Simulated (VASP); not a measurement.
Set up this calculation in VASP 6.6.1, as the native input.

- Task: single point
- Functional: LDA
- Potentials or basis: VASP PAW LDA potentials, release 64 (Ti_sv, O)
- Cutoff: 520 eV
- k mesh: 6 × 6 × 10
- Occupations: gaussian, width 0.02 eV
- Spin: no spin polarisation
- Dipole correction: no
- Further INCAR settings: ALGO = Normal; EDIFF = 1e-06; NBANDS = 33

The structure of TiO2 lies in POSCAR:

```
TiO2
1.0
    4.5481520348      0.0000000000      0.0000000000
    0.0000000000      4.5481520348      0.0000000000
    0.0000000000      0.0000000000      2.9171325648
Ti O
2 4
Direct
    0.5000000000      0.5000000000      0.0000000000
    0.0000000000      0.0000000000      0.5000000000
    0.6960303854      0.6960303854      0.5000000000
    0.8039696146      0.1960303854      0.0000000000
    0.1960303854      0.8039696146      0.0000000000
    0.3039696146      0.3039696146      0.5000000000
```

These files were run (other wordings do the same):

INCAR

```
SYSTEM = TiO2
  ALGO = Normal
  EDIFF = 1E-6
  ENCUT = 520
  ISIF = 2
  ISMEAR = 0
  LASPH = .TRUE.
  LCHARG = .FALSE.
  LREAL = .FALSE.
  LWAVE = .FALSE.
  NBANDS = 33
  NELM = 60
  PREC = Accurate
  SIGMA = 0.02
```

KPOINTS

```
k-points
0
G
  6 6 10
  0 0 0
```

Potentials or basis: VASP PAW LDA potentials, release 64 (Ti_sv, O).

Command:

```bash
$ cat potpaw_LDA.64/Ti_sv/POTCAR potpaw_LDA.64/O/POTCAR > POTCAR
$ mpirun -np 1 vasp_std > vasp.out
```

It gave:

```
Pressure               : 1.3 GPa
Largest force          : 0.039 eV/Å
Band gap on the k mesh : 1.83 eV
```

Wall time 110 s on 1 thread of Intel(R) Xeon(R) Platinum 8488C (Sapphire Rapids), on a shared host, peak memory 0.21 GiB.
